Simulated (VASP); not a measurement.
A run of VASP 6.6.1 is set up as follows.

File INCAR:

```
SYSTEM = Au
  ALGO = Normal
  EDIFF = 1E-6
  ENCUT = 500
  GGA = PS
  GGA_COMPAT = .False.
  ISIF = 2
  ISMEAR = 0
  LASPH = .True.
  LCHARG = .False.
  LREAL = .False.
  LWAVE = .False.
  NBANDS = 12
  NELM = 120
  PREC = Accurate
  SIGMA = 0.1
```

File KPOINTS:

```
k-points
0
Gamma
  10 10 10
  0 0 0
```

File POSCAR:

```
Au
1.0
   -1.6200987678      1.6200987678      1.6200987678
    1.6200987678     -1.6200987678      1.6200987678
    1.6200987678      1.6200987678     -1.6200987678
Au
1
Direct
    0.0000000000      0.0000000000      0.0000000000
```

Potentials or basis: VASP PAW PBE potentials, release 64 (Au).

Command:

```console
$ cat potpaw_PBE.64/Au/POTCAR > POTCAR
$ mpirun -np 1 vasp_std > vasp.out
```

Q: Predict the pressure.

A: -0.3 GPa.

Caveat: the PAW data sets were made with another functional, which shifts forces and pressure a little.
